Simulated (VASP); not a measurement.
Set up this calculation in VASP 6.6.1, as the native input.

```yaml
Task: single point
Functional: r2SCAN
Potentials_or_basis: VASP PAW PBE potentials, release 64 (Zr_sv, N)
Cutoff: 520 eV
k_mesh: 8 × 8 × 10
Occupations: methfessel-paxton, width 0.2 eV
Spin: no spin polarisation
Dipole_correction: no
Further_INCAR_settings: ALGO = Normal; EDIFF = 1e-07; NBANDS = 38
```

Crystal: Zr2N.

```
CELL_PARAMETERS angstrom
5.41300 0.00000 0.00000
0.00000 5.41300 0.00000
0.00000 0.00000 3.30779
ATOMIC_POSITIONS crystal
Zr 0.29613 0.29613 0.00000
Zr 0.70387 0.70387 0.00000
Zr 0.79613 0.20387 0.50000
Zr 0.20387 0.79613 0.50000
N 0.00000 0.00000 0.00000
N 0.50000 0.50000 0.50000
```

The input as run:

POSCAR

```
Zr2N
1.0
    5.4130027300      0.0000000000      0.0000000000
    0.0000000000      5.4130027300      0.0000000000
    0.0000000000      0.0000000000      3.3077891900
Zr N
4 2
Direct
    0.2961254600      0.2961254600      0.0000000000
    0.7038745400      0.7038745400      0.0000000000
    0.7961254600      0.2038745400      0.5000000000
    0.2038745400      0.7961254600      0.5000000000
    0.0000000000      0.0000000000      0.0000000000
    0.5000000000      0.5000000000      0.5000000000
```

INCAR.step1

```
ALGO = Normal
EDIFF = 1E-4
ENCUT = 520
GGA = PE
ISMEAR = 1
LASPH = T
LCHARG = F
LREAL = F
LWAVE = T
NBANDS = 38
NELM = 100
PREC = Accurate
SIGMA = 0.2
```

INCAR.step2

```
ALGO = Normal
EDIFF = 1E-7
ENCUT = 520
ISIF = 2
ISMEAR = 1
ISTART = 1
LASPH = T
LCHARG = F
LMIXTAU = T
LREAL = F
LWAVE = F
METAGGA = R2SCAN
NBANDS = 38
NELM = 100
PREC = Accurate
SIGMA = 0.2
```

KPOINTS

```
k-points
0
Gamma
  8 8 10
```

Potentials or basis: VASP PAW PBE potentials, release 64 (Zr_sv, N).

Run with:

```sh
$ cat potpaw_PBE.64/Zr_sv/POTCAR potpaw_PBE.64/N/POTCAR > POTCAR
$ cp INCAR.step1 INCAR
$ mpirun -np 1 vasp_std > vasp.out
$ cp INCAR.step2 INCAR
$ mpirun -np 1 vasp_std > vasp.out
```

Results of the run:

The pressure is -0.1 GPa. The largest force is 0.036 eV/Å and the band gap on the k mesh is zero (band 29 reaches 11.22 eV, above the bottom of band 30 at 8.60 eV).

Caveat: the PAW data sets were made with another functional, which shifts forces and pressure a little.

Run time: 12 min on 1 thread of Intel(R) Xeon(R) Platinum 8488C (Sapphire Rapids) (shared host), peak memory 0.38 GiB.
